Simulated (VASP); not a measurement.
# Ti5C (P-62m) in VASP: a series of runs, part 2 of 2

VASP 6.6.1.

## 4. Single point, PBE

The input, INCAR:

```
PREC = Accurate
ENCUT = 520
EDIFF = 1E-6
ISMEAR = 0
SIGMA = 0.1
LREAL = False
LASPH = True
NELM = 80
ALGO = Normal
ISIF = 2
LWAVE = False
LCHARG = False
GGA = PE
NBANDS = 41
```

The input, KPOINTS:

```
Automatic mesh
0
Gamma
  6 6 6
```

The input, POSCAR:

```
Ti5C
1.0
    5.4327388362      0.0000000000      0.0000000000
   -2.7163694181      4.7048898443      0.0000000000
    0.0000000000      0.0000000000      3.5253456319
Ti C
5 1
Direct
    0.0000000000      0.2761025023      0.0000000000
    0.7238974977      0.7238974977      0.0000000000
    0.2761025023      0.0000000000      0.0000000000
    0.6666666667      0.3333333333      0.5000000000
    0.3333333333      0.6666666667      0.5000000000
    0.0000000000      0.0000000000      0.5000000000
```

Potentials or basis: VASP PAW PBE potentials, release 64 (Ti_sv, C).

Started as:

```console
cat potpaw_PBE.64/Ti_sv/POTCAR potpaw_PBE.64/C/POTCAR > POTCAR
mpirun -np 1 vasp_std > vasp.out
```

OUTCAR:

```text
PREC = Accurate
   ENCUT = 520
   EDIFF = 1E-6
   ISMEAR = 0
   LREAL = False
   LASPH = True
   NELM = 80
   ISIF = 2
   GGA = PE

 ion  position               nearest neighbor table
   1  0.000  0.276  0.000-   6 2.31   6 2.31   3 2.60   2 2.60   4 2.65   4 2.65   5 2.65   5 2.65

   2  0.724  0.724  0.000-   6 2.31   6 2.31   3 2.60   1 2.60   5 2.65   5 2.65   4 2.65   4 2.65

   3  0.276  0.000  0.000-   6 2.31   6 2.31   1 2.60   2 2.60   5 2.65   5 2.65   4 2.65   4 2.65

   4  0.667  0.333  0.500-   1 2.65   1 2.65   3 2.65   3 2.65   2 2.65   2 2.65
   5  0.333  0.667  0.500-   3 2.65   3 2.65   1 2.65   1 2.65   2 2.65   2 2.65
   6  0.000  0.000  0.500-   3 2.31   3 2.31   1 2.31   1 2.31   2 2.31   2 2.31

  LATTYP: Found a hexagonal cell.
 ALAT       =     5.4327388362
 C/A-ratio  =     0.6489076207

  Lattice vectors:

 A1 = (   5.4327388362,   0.0000000000,   0.0000000000)
 A2 = (  -2.7163694181,   4.7048898443,   0.0000000000)
 A3 = (   0.0000000000,   0.0000000000,   3.5253456319)

Analysis of symmetry for initial positions (statically):
[... 185 lines left out ...]
 fundamental gap:      0.0516660505
 Fermi energy:         8.6658003628

 k-point     1 :       0.0000    0.0000    0.0000
  band No.  band energies     occupation
      1     -48.1792      2.00000
      2     -48.0108      2.00000
      3     -47.9336      2.00000
      4     -47.9336      2.00000
      5     -47.9047      2.00000
      6     -24.7103      2.00000
[... 1045 lines left out ...]
     40      10.5724      0.00000
     41      10.7852      0.00000

 [... further k-points ...]

------------------------ aborting loop because EDIFF is reached ----------------------------------------

  FORCE on cell =-STRESS in cart. coord.  units (eV):
  Direction    XX          YY          ZZ          XY          YZ          ZX
  --------------------------------------------------------------------------------------
  -------------------------------------------------------------------------------------
  Total       -0.1035375     -0.1035375      0.0010097      0.0000000      0.0000000      0.0000000
  in kB       -1.8409341     -1.8409341      0.0179531      0.0000000      0.0000000      0.0000000
  external PRESSURE =      -1.2213051 kB  Pullay stress =       0.0000000 kB

 VOLUME and BASIS-vectors are now :
 -----------------------------------------------------------------------------
  energy-cutoff  :      520.00
  volume of cell :       90.11
      direct lattice vectors                 reciprocal lattice vectors
     5.432738836  0.000000000  0.000000000     0.184069220  0.106272414  0.000000000
    -2.716369418  4.704889844  0.000000000     0.000000000  0.212544827  0.000000000
     0.000000000  0.000000000  3.525345632     0.000000000  0.000000000  0.283660130

 POSITION                                       TOTAL-FORCE (eV/Angst)
 -----------------------------------------------------------------------------------
     -0.75000      1.29903      0.00000        -0.016971      0.029395     -0.000000
      1.96637      3.40586      0.00000        -0.016971     -0.029395      0.000000
      1.49999      0.00000      0.00000         0.033942      0.000000     -0.000000
      2.71637      1.56830      1.76267        -0.000000     -0.000000     -0.000000
     -0.00000      3.13659      1.76267        -0.000000     -0.000000     -0.000000
      0.00000      0.00000      1.76267        -0.000000     -0.000000     -0.000000
 -----------------------------------------------------------------------------------
    total drift:                                0.000000      0.000001     -0.000000

  FREE ENERGIE OF THE ION-ELECTRON SYSTEM (eV)
  ---------------------------------------------------
  free  energy   TOTEN  =       -46.5380650143 eV

  energy  without entropy=      -46.5143312687  energy(sigma->0) =      -46.52619814
```

OSZICAR:

```text
N       E                     dE             d eps       ncg     rms          rms(c)
DAV:   1     0.884310252842E+03    0.88431E+03   -0.32005E+04  2296   0.196E+03
DAV:   2     0.701757678519E+02   -0.81413E+03   -0.79301E+03  2296   0.598E+02
DAV:   3    -0.392060589220E+02   -0.10938E+03   -0.10500E+03  3753   0.187E+02
DAV:   4    -0.526111156205E+02   -0.13405E+02   -0.13050E+02  3608   0.569E+01
DAV:   5    -0.534757876009E+02   -0.86467E+00   -0.86018E+00  3616   0.129E+01    0.219E+01
DAV:   6    -0.468350374359E+02    0.66408E+01   -0.45828E+01  3125   0.422E+01    0.724E+00
DAV:   7    -0.469431860058E+02   -0.10815E+00   -0.98253E+00  3438   0.267E+01    0.705E+00
DAV:   8    -0.465234164700E+02    0.41977E+00   -0.34158E+00  3378   0.145E+01    0.420E+00
DAV:   9    -0.465105716168E+02    0.12845E-01   -0.49585E-01  3317   0.616E+00    0.194E+00
DAV:  10    -0.465386785655E+02   -0.28107E-01   -0.18137E-01  3287   0.341E+00    0.707E-01
DAV:  11    -0.465373764875E+02    0.13021E-02   -0.57943E-02  3230   0.183E+00    0.184E-01
DAV:  12    -0.465381329798E+02   -0.75649E-03   -0.50028E-03  3390   0.572E-01    0.585E-02
DAV:  13    -0.465380650343E+02    0.67946E-04   -0.42126E-04  3280   0.159E-01    0.192E-02
DAV:  14    -0.465380649592E+02    0.75072E-07   -0.65069E-05  3296   0.699E-02    0.679E-03
DAV:  15    -0.465380650143E+02   -0.55120E-07   -0.84607E-06  2935   0.222E-02
   1 F= -.46538065E+02 E0= -.46526198E+02  d E =-.237337E-01
```

It took 3.7 min on 1 thread of Intel Xeon 8259CL, shared host; peak memory 0.23 GiB.

What came out:

```
Free energy            : -46.5381 eV
Pressure               : -0.1 GPa
Largest force          : 0.034 eV/Å
Band gap on the k mesh : zero (bands 32 and 33 overlap by 0.50 eV)
```

Forces in eV/Å, atoms in the order of the input:
```
Ti  -0.017  0.029  0.000
Ti  -0.017 -0.029  0.000
Ti   0.034  0.000  0.000
Ti   0.000  0.000  0.000
Ti   0.000  0.000  0.000
C    0.000  0.000  0.000
```

## 5. Summary

| cell | k mesh | gap on the mesh (eV) | pressure (GPa) | largest force (eV/Å) |
| --- | --- | --- | --- | --- |
| a = 5.439, b = 5.439, c = 3.512 Å, angles 90.0, 90.0, 120.0°, 6 atoms, atomic positions A | 6 × 6 × 4 | none | 0.1 | 0.01 |
| a = 5.069, b = 5.069, c = 4.558 Å, angles 90.0, 90.0, 120.0°, 6 atoms, atomic positions B | 6 × 6 × 4 | none | -12.3 | 1.88 |
| a = 5.433, b = 5.433, c = 3.525 Å, angles 90.0, 90.0, 120.0°, 6 atoms, atomic positions A | 6 × 6 × 6 | none | -0.1 | 0.03 |

Alike in all rows: task single point; level PBE; potentials or basis VASP PAW PBE potentials, release 64 (Ti_sv, C); no spin polarisation; cutoff (eV) 520; smearing gaussian 0.1 eV.

Caveats: some runs use coarse meshes; the cell stands under tension (at least some runs); forces of over 1 eV/Å act on the atoms, so gaps and moduli don't describe the material at rest (at least some runs).

Absolute energies hang on the potentials; compare differences alone.
